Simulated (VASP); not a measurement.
# CaO (Fm-3m) in VASP: vibrations by perturbation theory with LDA

Aim: the vibrations by perturbation theory of CaO with LDA.

Program: VASP 6.6.1. These are calculated values, not measurements. Logs are shortened: lines on timing, memory, paths and dates and some standing lists are left out, and cuts for length are marked.

## (1) The cell of the first run

Symmetry: Fm-3m, No. 225, cubic system. Conventional cell: a = 4.720 Å, b = 4.720 Å, c = 4.720 Å, α = 90.00°, β = 90.00°, γ = 90.00°. Ca (site symmetry m-3m) has 6 O at 2.36 Å within 3.1 Å. O (site symmetry m-3m) has 6 Ca at 2.36 Å within 3.1 Å.

## (2) Vibrations by perturbation theory, LDA

INCAR reads:

```
SYSTEM = CaO
ALGO = Normal
EDIFF = 1E-8
ENCUT = 520
GGA = CA
IBRION = 8
ISIF = 2
ISMEAR = 0
LASPH = .TRUE.
LCHARG = .FALSE.
LEPSILON = .TRUE.
LREAL = .FALSE.
LWAVE = .FALSE.
NELM = 100
NSW = 1
PREC = Accurate
SIGMA = 0.01
```

KPOINTS reads:

```
k-points
0
G
  8 8 8
  0 0 0
```

POSCAR reads:

```
CaO
1.0
    0.0000000000      2.3600987978      2.3600987978
    2.3600987978      0.0000000000      2.3600987978
    2.3600987978      2.3600987978      0.0000000000
Ca O
1 1
Direct
    0.0000000000      0.0000000000      0.0000000000
    0.5000000000      0.5000000000      0.5000000000
```

Potentials or basis: VASP PAW LDA potentials, release 64 (Ca_sv, O).

Launch:

```
$ cat potpaw_LDA.64/Ca_sv/POTCAR potpaw_LDA.64/O/POTCAR > POTCAR
$ mpirun -np 1 vasp_std > vasp.out
```

OUTCAR:

```text
SYSTEM = CaO
   EDIFF = 1E-8
   ENCUT = 520
   GGA = CA
   IBRION = 8
   ISIF = 2
   ISMEAR = 0
   LASPH = .TRUE.
   LEPSILON = .TRUE.
   LREAL = .FALSE.
   NELM = 100
   NSW = 1
   PREC = Accurate

 ion  position               nearest neighbor table
   1  0.000  0.000  0.000-   2 2.36   2 2.36   2 2.36   2 2.36   2 2.36   2 2.36
   2  0.500  0.500  0.500-   1 2.36   1 2.36   1 2.36   1 2.36   1 2.36   1 2.36

  LATTYP: Found a face centered cubic cell.
 ALAT       =     4.7201975956

  Lattice vectors:

 A1 = (   0.0000000000,   2.3600987978,   2.3600987978)
 A2 = (   2.3600987978,   0.0000000000,   2.3600987978)
 A3 = (   2.3600987978,   2.3600987978,   0.0000000000)

Analysis of symmetry for initial positions (statically):
=====================================================================
 Subroutine PRICEL returns:
 Original cell was already a primitive cell.

 Routine SETGRP: Setting up the symmetry group for a
 face centered cubic supercell.

 Subroutine GETGRP returns: Found 48 space group operations
 (whereof 48 operations were pure point group operations)
 out of a pool of 48 trial point group operations.

The static configuration has the point symmetry O_h .

Analysis of symmetry for dynamics (positions and initial velocities):
=====================================================================
 Subroutine PRICEL returns:
 Original cell was already a primitive cell.

 Routine SETGRP: Setting up the symmetry group for a
 face centered cubic supercell.

 Subroutine GETGRP returns: Found 48 space group operations
 (whereof 48 operations were pure point group operations)
 out of a pool of 48 trial point group operations.

The dynamic configuration has the point symmetry O_h .

 Subroutine INISYM returns: Found 48 space group operations
 (whereof 48 operations are pure point group operations),
 and found     1 'primitive' translations

----------------------------------------------------------------------------------------

                                     Primitive cell

  volume of cell :      26.2918

  direct lattice vectors                    reciprocal lattice vectors
     0.000000000  2.360098798  2.360098798    -0.211855538  0.211855538  0.211855538
     2.360098798  0.000000000  2.360098798     0.211855538 -0.211855538  0.211855538
     2.360098798  2.360098798  0.000000000     0.211855538  0.211855538 -0.211855538

  length of vectors
     3.337683728  3.337683728  3.337683728     0.366944555  0.366944555  0.366944555

  position of ions in fractional coordinates (direct lattice)
     0.000000000  0.000000000  0.000000000
     0.500000000  0.500000000  0.500000000

  ion indices of the primitive-cell ions
   primitive index   ion index
                 1           1
                 2           2

----------------------------------------------------------------------------------------

 KPOINTS: k-points

Automatic generation of k-mesh.
 Grid dimensions read from file:
 generate k-points for:    8    8    8

 Generating k-lattice:

  Cartesian coordinates                     Fractional coordinates (reciprocal lattice)
    -0.026481942  0.026481942  0.026481942     0.125000000  0.000000000  0.000000000
     0.026481942 -0.026481942  0.026481942     0.000000000  0.125000000  0.000000000
     0.026481942  0.026481942 -0.026481942     0.000000000  0.000000000  0.125000000

  Length of vectors
     0.045868069  0.045868069  0.045868069

  Shift w.r.t. Gamma in fractional coordinates (k-lattice)
     0.000000000  0.000000000  0.000000000

 Subroutine IBZKPT returns following result:
 ===========================================
[... 469 lines left out ...]
 -----------------------------------------------------------------------------
  energy-cutoff  :      520.00
  volume of cell :       26.29
      direct lattice vectors                 reciprocal lattice vectors
     0.000000000  2.360098798  2.360098798    -0.211855538  0.211855538  0.211855538
     2.360098798  0.000000000  2.360098798     0.211855538 -0.211855538  0.211855538
     2.360098798  2.360098798  0.000000000     0.211855538  0.211855538 -0.211855538

 POSITION                                       TOTAL-FORCE (eV/Angst)
 -----------------------------------------------------------------------------------
      0.00000      0.00000      0.00000         0.000000      0.000000      0.000000
      2.36010      2.36010      2.36010        -0.000000     -0.000000     -0.000000
 -----------------------------------------------------------------------------------
    total drift:                                0.000000      0.000000      0.000000

  FREE ENERGIE OF THE ION-ELECTRON SYSTEM (eV)
  ---------------------------------------------------
  free  energy   TOTEN  =       -14.2211268130 eV

  energy  without entropy=      -14.2211268130  energy(sigma->0) =      -14.22112681

 HEAD OF MICROSCOPIC STATIC DIELECTRIC TENSOR (INDEPENDENT PARTICLE, excluding Hartree and local field effects)
 ------------------------------------------------------
           4.083693     0.000000     0.000000
          -0.000000     4.083693     0.000000
           0.000000     0.000000     4.083693
 ------------------------------------------------------

 Free energy of the ion-electron system (eV)
  ---------------------------------------------------
  ---------------------------------------------------
  free energy    TOTEN  =        -0.22219826 eV

  energy without entropy =       -0.22219826

------------------------ aborting loop because EDIFF is reached ----------------------------------------

--------------------------------------- Ionic step        2  -------------------------------------------

------------------------ aborting loop because EDIFF is reached ----------------------------------------

--------------------------------------- Ionic step        3  -------------------------------------------

------------------------ aborting loop because EDIFF is reached ----------------------------------------

 PIEZOELECTRIC TENSOR FIELD DIRECTION 3  (e Angst)
 -----------------------------------------------------------------------------
     0.00001  0.00000  0.00000           ( -0.00001  0.00000  0.00000)
     0.00000  0.00001  0.00000           (  0.00000 -0.00001  0.00000)
     0.00000 -0.00000 -0.00075           (  0.00000  0.00000 -0.00000)

 PIEZOELECTRIC TENSOR FIELD DIRECTION 3  (C/m^2)
 -----------------------------------------------------------------------------
     0.00001  0.00000  0.00000
     0.00000  0.00001  0.00000
     0.00000 -0.00000 -0.00046

--------------------------------------- Ionic step        4  -------------------------------------------

------------------------ aborting loop because EDIFF is reached ----------------------------------------

[... ionic steps 5 to 6 ...]

--------------------------------------- Ionic step        7  -------------------------------------------

 Free energy of the ion-electron system (eV)
  ---------------------------------------------------
  ---------------------------------------------------
  free energy    TOTEN  =        -0.35690738 eV

  energy without entropy =       -0.35690738

------------------------ aborting loop because EDIFF is reached ----------------------------------------

 INTERNAL STRAIN TENSOR  FOR ION    2  DIRECTION 1   (eV/Angst):
 -----------------------------------------------------------------------------
     0.01954  0.00000 -0.00000
     0.00000 -0.01102  0.00000
     0.00000  0.00000 -0.01102

 MACROSCOPIC STATIC DIELECTRIC TENSOR (including local field effects in DFT)
 ------------------------------------------------------
           3.880377    -0.000000     0.000000
           0.000000     3.880377     0.000000
           0.000000     0.000000     3.880377
 ------------------------------------------------------

 PIEZOELECTRIC TENSOR (including local field effects)  for field in x, y, z        (e  Angst)
          XX          YY          ZZ          XY          YZ          ZX
  --------------------------------------------------------------------------------
  x     0.00000     0.00000     0.00000     0.00000     0.00000     0.00000
  y     0.00000     0.00000     0.00000     0.00000     0.00000     0.00000
  z     0.00000     0.00000     0.00000     0.00000     0.00000     0.00000

 PIEZOELECTRIC TENSOR (including local field effects)  for field in x, y, z        (C/m^2)
          XX          YY          ZZ          XY          YZ          ZX
  --------------------------------------------------------------------------------
  x     0.00000     0.00000     0.00000     0.00000     0.00000     0.00000
  y     0.00000     0.00000     0.00000     0.00000     0.00000     0.00000
  z     0.00000     0.00000     0.00000     0.00000     0.00000     0.00000

 BORN EFFECTIVE CHARGES (including local field effects) (in |e|, cummulative output)
 ---------------------------------------------------------------------------------
 ion    1
    1     2.37497     0.00000    -0.00000
    2     0.00000     2.37497     0.00000
    3    -0.00000     0.00000     2.37497
 ion    2
    1    -2.37497     0.00000     0.00000
    2     0.00000    -2.37497    -0.00000
    3     0.00000    -0.00000    -2.37497

 INTERNAL STRAIN TENSOR FOR ION    2 for displacements in x,y,z  (eV/Angst):
          X           Y           Z          XY          YZ          ZX
  --------------------------------------------------------------------------------
  x     0.00000     0.00000     0.00000     0.00000     0.00000     0.00000
  y     0.00000     0.00000     0.00000     0.00000     0.00000     0.00000
  z     0.00000     0.00000     0.00000     0.00000     0.00000     0.00000

 SECOND DERIVATIVES (NOT SYMMETRIZED)
 ------------------------------------
               1X          1Y          1Z          2X          2Y          2Z
  1X    -3.629714    0.000000    0.000000    3.629714    0.000000    0.000000
  1Y     0.000000   -3.629714    0.000000    0.000000    3.629714    0.000000
  1Z     0.000000    0.000000   -3.629714    0.000000    0.000000    3.629714
  2X     3.602929    0.000000    0.000000   -3.602929    0.000000    0.000000
  2Y     0.000000    3.602929    0.000000    0.000000   -3.602929    0.000000
  2Z     0.000000    0.000000    3.602929    0.000000    0.000000   -3.602929

 Eigenvectors and eigenvalues of the dynamical matrix
 ----------------------------------------------------

   1 f  =    8.784611 THz    55.195337 2PiTHz  293.023074 cm-1    36.330215 meV
             X         Y         Z           dx          dy          dz
      0.000000  0.000000  0.000000     0.000000    0.535566    0.000000
      2.360099  2.360099  2.360099    -0.000000   -0.844493    0.000000
[... 21 lines left out ...]
   6 f/i=    0.014714 THz     0.092452 2PiTHz    0.490811 cm-1     0.060853 meV
             X         Y         Z           dx          dy          dz
      0.000000  0.000000  0.000000     0.025100   -0.844111   -0.004047
      2.360099  2.360099  2.360099     0.015918   -0.535323   -0.002566

--------------------------------------------------------------------------------------------------------

 MACROSCOPIC STATIC DIELECTRIC TENSOR IONIC CONTRIBUTION
 ------------------------------------------------------
          10.734783    -0.000000    -0.000000
          -0.000000    10.734783     0.000000
          -0.000000     0.000000    10.734783
 ------------------------------------------------------

 ELASTIC MODULI CONTR FROM IONIC RELAXATION (kBar)
 Direction    XX          YY          ZZ          XY          YZ          ZX
 --------------------------------------------------------------------------------
 XX           0.0000      0.0000      0.0000      0.0000      0.0000      0.0000
 YY           0.0000      0.0000      0.0000      0.0000      0.0000      0.0000
 ZZ           0.0000      0.0000      0.0000      0.0000      0.0000      0.0000
 XY           0.0000      0.0000      0.0000      0.0000      0.0000      0.0000
 YZ           0.0000      0.0000      0.0000      0.0000      0.0000      0.0000
 ZX           0.0000      0.0000      0.0000      0.0000      0.0000      0.0000
 --------------------------------------------------------------------------------

 PIEZOELECTRIC TENSOR IONIC CONTR  for field in x, y, z        (C/m^2)
          XX          YY          ZZ          XY          YZ          ZX
  --------------------------------------------------------------------------------
  x     0.00000     0.00000     0.00000     0.00000     0.00000     0.00000
  y     0.00000     0.00000     0.00000     0.00000     0.00000     0.00000
  z     0.00000     0.00000     0.00000     0.00000     0.00000     0.00000
```

Wall time 7.3 min (1 thread of AMD EPYC 7R43 (Zen 3), shared host); peak memory 0.16 GiB.

Results:

```yaml
Electronic_dielectric_tensor_diagonal: 3.88
Born_charges_mean_of_the_diagonal: Ca +2.37; O -2.37 e
Highest_phonon_frequency_at_Γ_LO-TO_splitting_left_out: 293 cm⁻¹
```

Phonon frequencies in cm⁻¹ (negative: imaginary):
| q point | frequencies |
| --- | --- |
| (0.000, 0.000, 0.000) | 0 0 0 293 293 293 |

Electronic dielectric tensor:
```
3.88 0.00 0.00
0.00 3.88 0.00
0.00 0.00 3.88
```

Born effective charge tensors (e):
atom 1, Ca
```
2.37 0.00 0.00
0.00 2.37 0.00
0.00 0.00 2.37
```
atom 2, O
```
-2.37  0.00  0.00
 0.00 -2.37  0.00
 0.00  0.00 -2.37
```
